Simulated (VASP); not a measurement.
SrO, 2 atoms in the cell. The structure is cubic, space group Fm-3m (No. 225). The conventional cell has a = 5.098 Å, b = 5.098 Å, c = 5.098 Å, α = 90.00°, β = 90.00°, γ = 90.00°. Within 3.4 Å of Sr (site symmetry m-3m) lie 6 O at 2.55 Å. O (site symmetry m-3m) has 6 Sr at 2.55 Å within 3.4 Å.  This cell differs from its parent crystal: volume scaled by 0.98.

```yaml
Program: VASP 6.6.1
Task: single point
Functional: PBEsol
Potentials_or_basis: VASP PAW PBE potentials, release 64 (Sr_sv, O)
Cutoff: 520 eV
k_mesh: 9 × 9 × 9
Occupations: fermi-dirac, width 0.05 eV
Spin: no spin polarisation
Dipole_correction: no
Further_INCAR_settings: ALGO = Normal; EDIFF = 1e-06; NBANDS = 15
```

Potentials or basis: VASP PAW PBE potentials, release 64 (Sr_sv, O).

The run is started by

```bash
$ cat potpaw_PBE.64/Sr_sv/POTCAR potpaw_PBE.64/O/POTCAR > POTCAR
$ mpirun -np 1 vasp_std > vasp.out
```

Hardware: 1 thread of Intel Xeon 8259CL (shared host).

Estimate the wall time of this run.

It took 30 s on 1 thread of Intel Xeon 8259CL, on a shared host, peak memory 0.17 GiB. Counts: scf iterations 13, k points 35.
